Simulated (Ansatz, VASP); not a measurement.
**ZnS: VASP beside Ansatz**

```
Zn S
1.0
     0.00000    2.70465    2.67760
     2.70465    0.00000    2.67760
     2.70465    2.70465    0.00000
Zn S
1 1
Cartesian
  0.0000 0.0000 0.0000
  4.0570 4.0570 4.0164
```

Change from the starting cell: zz strain of -1 %, PAW files.

Alike in both runs: task electric field gradients; functional PBEsol; k mesh 9 × 9 × 9; occupations fermi-dirac, width 0.01 eV; no spin polarisation.

```csv
,VASP,Ansatz
version,VASP 6.6.1,Ansatz 0.2.0
potentials or method,"VASP PAW PBE potentials, release 64 (Zn, S)","PAW with Ansatz's default frozen-core files, scalar-relativistic"
plane-wave cutoff (eV),520,420
valence electrons in the cell,18,18
```

VASP gave:

| Item | Value |
| --- | --- |
| gap on the k mesh at the Fermi level (eV) | 1.99 |
| pressure (GPa) | -1.3 |
| traceless stress, the component that is largest in VASP (GPa) | 0.28 |
| size of Vzz on the site where it differs most (V/Å²) | 1.8 |

Q: Estimate Ansatz's values.

A: gap on the k mesh at the Fermi level (eV): 1.98; pressure (GPa): -1.5; traceless stress, the component that is largest in VASP (GPa): 0.28; size of Vzz on the site where it differs most (V/Å²): 1.8.

VASP's potentials were made for PBE, not for PBEsol.
